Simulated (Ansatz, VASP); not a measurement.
# Two plane-wave programs on ZnO

Contents of INCAR:

```
SYSTEM = ZnO
PREC = Accurate ; ENCUT = 520
EDIFF = 1E-8 ; ISMEAR = -1
SIGMA = 0.02 ; LREAL = .False.
LASPH = .True. ; NELM = 120
ALGO = Normal ; ISIF = 2
LWAVE = .False. ; LCHARG = .False.
GGA = PS ; LEFG = .True.
NBANDS = 26 ; GGA_COMPAT = .False.
```

The input KPOINTS:

```
regular mesh
0
Gamma
  4 4 3
  0 0 0
```

The input POSCAR:

```
ZnO
1.0
    3.2493080000      0.0000000000      0.0000000000
   -1.6246540000      2.8139832727      0.0000000000
    0.0000000000      0.0000000000      5.2057090000
Zn O
2 2
Direct
    0.3333333333      0.6666666667      0.5000000000
    0.6666666667      0.3333333333      0.0000000000
    0.6666666667      0.3333333333      0.3790100000
    0.3333333333      0.6666666667      0.8790100000
```

Input for Ansatz:

```yaml
crystal:
  lattice:
    - [3.249308, 0.0, 0.0]
    - [-1.624654, 2.8139832727, 0.0]
    - [0.0, 0.0, 5.205709]
  atoms:
    - { symbol: Zn, position: [0.3333333333, 0.6666666667, 0.5] }
    - { symbol: Zn, position: [0.6666666667, 0.3333333333, 0.0] }
    - { symbol: O, position: [0.6666666667, 0.3333333333, 0.37901] }
    - { symbol: O, position: [0.3333333333, 0.6666666667, 0.87901] }
kpoints:
  mp_grid: { grid: [4, 4, 3] }
scf:
  occupations: { method: fermi_dirac, width: 0.02 }
hamiltonian:
  xc: pbesol
  pseudopotentials: { kind: paw }
output:
  forces: true
  stress: true
  populations: true
  efg:
    quadrupole_moments_barn: { Zn: 0.122, O: -0.02558 }
    contact_densities: true
```

Alike in both runs: task electric field gradients; functional PBEsol; k mesh 4 × 4 × 3; occupations fermi-dirac, width 0.02 eV; no spin polarisation.

|  | VASP | Ansatz |
| --- | --- | --- |
| version | VASP 6.6.1 | Ansatz 0.2.0 |
| potentials or method | VASP PAW PBE potentials, release 64 (Zn, O) | plane-wave PAW, scalar-relativistic |
| plane-wave cutoff (eV) | 520 | 420 |
| valence electrons in the cell | 36 | 36 |

|  | VASP | Ansatz | Ansatz less VASP |
| --- | --- | --- | --- |
| pressure (GPa) | -0.5 | -1.4 | -0.95 |
| traceless stress, the component that is largest in VASP (GPa) | 0.97 | 0.91 | -0.060 |
| rms of the force components (eV/Å) | 0.035 | 0.033 | -0.0021 |
| size of Vzz on the site where it differs most (V/Å²) | 0.2 | 0.2 | -0.06 |

VASP's potentials were made for PBE, not for PBEsol. Atom by atom the forces differ by 0.002 eV/Å (rms over components).

The k mesh is coarse, so the values compare programs but aren't converged.
